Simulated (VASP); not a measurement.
Mo: single point with PBE

The system is Mo.

```
CELL_PARAMETERS angstrom
0.00000 2.24513 1.52601
2.24513 0.00000 1.52601
2.24513 2.24513 0.00000
ATOMIC_POSITIONS crystal
Mo 0.00000 0.00000 0.00000
```

This cell differs from its parent crystal: volume 15.384 Å^3 an atom, c/a of the conventional cell 0.6797.

* Program: VASP 6.6.1
* Task: single point
* Functional: PBE
* Potentials or basis: VASP PAW PBE potentials, release 64 (Mo_sv)
* Cutoff: 520 eV
* k mesh: 22 × 22 × 22
* Occupations: gaussian, width 0.15 eV
* Spin: no spin polarisation
* Dipole correction: no
* Further INCAR settings: ALGO = Fast; EDIFF = 1e-06; NBANDS = 13

```
Pressure               : 7.9 GPa
Band gap on the k mesh : zero (band 7 reaches 16.88 eV, above the bottom of band 8 at 11.51 eV)
```

Stress tensor (GPa, compression positive):
```
 3.70  0.00  0.00
 0.00  3.70  0.00
 0.00  0.00 16.37
```

Levels at points of the mesh, in eV from the Fermi level:
| k point | band 4 | band 5 | band 6 | band 7 | band 8 | band 9 | band 10 | band 11 |
| --- | --- | --- | --- | --- | --- | --- | --- | --- |
| (0.00, 0.00, 0.00) | -34.50 | -7.29 | -1.70 | -1.22 | -1.22 | 1.37 | 1.98 | 14.61 |
| (0.50, 0.00, 0.00) | -34.54 | -5.44 | -3.63 | 1.79 | 1.81 | 2.61 | 4.87 | 11.96 |
| (0.50, 0.50, 0.00) | -35.43 | -5.61 | -5.51 | 4.03 | 4.03 | 4.17 | 8.85 | 8.85 |
| (0.50, 0.00, 0.50) | -34.50 | -5.38 | -3.13 | 1.32 | 1.47 | 2.18 | 4.79 | 11.64 |

Run time: 49 s on 1 thread of Intel(R) Xeon(R) 6975P-C (Granite Rapids) (shared host), peak memory 0.26 GiB.
